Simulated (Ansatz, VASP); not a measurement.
Two plane-wave programs on CdSe

```
Cd Se
1.0
     0.00000    3.13049    3.13049
     3.13049    0.00000    3.13049
     3.13049    3.13049    0.00000
Cd Se
1 1
Direct
  0.00000 0.00000 0.00000
  0.25000 0.25000 0.25000
```

Change from the starting cell: volume scaled by 1.06, PAW files.

Alike in both runs: task electric field gradients; functional PBE; k mesh 8 × 8 × 8; occupations fermi-dirac, width 0.03 eV; no spin polarisation.

|  | VASP | Ansatz |
| --- | --- | --- |
| version | VASP 6.6.1 | Ansatz 0.2.0 |
| potentials or method | VASP PAW PBE potentials, release 64 (Cd, Se) | PAW with Ansatz's default frozen-core files, scalar-relativistic |
| plane-wave cutoff (eV) | 520 | 420 |
| valence electrons in the cell | 18 | 36 |

VASP gave:

| Item | Value |
| --- | --- |
| pressure (GPa) | -1.1 |

Problem. Which values does Ansatz return?

Solution. Pressure (GPa): -1.3.

VASP's potentials hold 18 valence electrons a cell and Ansatz's 36, so a difference there can come from the potentials and not from the codes.
